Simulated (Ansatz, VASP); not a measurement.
**One calculation of LaSc2F, two programs**

The input INCAR:

```
ALGO = Normal
EDIFF = 1E-6
ENCUT = 520
GGA = PE
ISIF = 2
ISMEAR = 0
LASPH = T
LCHARG = F
LREAL = F
LWAVE = F
NBANDS = 28
NELM = 60
PREC = Accurate
SIGMA = 0.1
```

File KPOINTS:

```
k-points
0
Gamma
  4 4 4
```

POSCAR

```
LaSc2F
1.0
   -2.6793921900      2.6793921900      2.9371342900
    2.6793921900     -2.6793921900      2.9371342900
    2.6793921900      2.6793921900     -2.9371342900
La Sc F
1 2 1
Direct
    0.5000000000      0.5000000000      0.0000000000
    0.5000000000      0.0000000000      0.5000000000
    0.0000000000      0.5000000000      0.5000000000
    0.0000000000      0.0000000000      0.0000000000
```

Input for Ansatz:

```yaml
crystal:
  lattice:
    - [-2.67939219, 2.67939219, 2.93713429]
    - [2.67939219, -2.67939219, 2.93713429]
    - [2.67939219, 2.67939219, -2.93713429]
  atoms:
    - { symbol: La, position: [0.5, 0.5, 0.0] }
    - { symbol: Sc, position: [0.5, 0.0, 0.5] }
    - { symbol: Sc, position: [0.0, 0.5, 0.5] }
    - { symbol: F, position: [0.0, 0.0, 0.0] }
basis:
  ecutwfc: 420
kpoints:
  mp_grid: { grid: [4, 4, 4] }
hamiltonian:
  xc: pbe
scf:
  occupations: { method: gaussian, width: 0.1 }
  lower_state_search: "off"
output:
  forces: true
  stress: true
  eigenvalues: true
```

Alike in both runs: task single point; functional PBE; k mesh 4 × 4 × 4; occupations gaussian, width 0.1 eV; no spin polarisation.

|  | VASP | Ansatz |
| --- | --- | --- |
| version | VASP 6.6.1 | Ansatz 0.2.0 |
| potentials or method | VASP PAW PBE potentials, release 64 (La, Sc_sv, F), cutoff 520 eV | scalar-relativistic, plane waves, PAW |
| valence electrons in the cell | 40 | 40 |

|  | VASP | Ansatz | Ansatz less VASP |
| --- | --- | --- | --- |
| gap on the k mesh at the Fermi level (eV) | none | none | - |
| pressure (GPa) | 5.3 | 5.2 | -0.11 |
| traceless stress, the component that is largest in VASP (GPa) | -4.61 | -4.42 | +0.183 |

A gap of «none» marks a metal or a gap that the smearing closes. The functional is the same, so the differences come from potentials, cutoffs and numerics.

The k mesh is coarse, so the values compare programs but aren't converged. Neither program's run includes spin-orbit coupling.
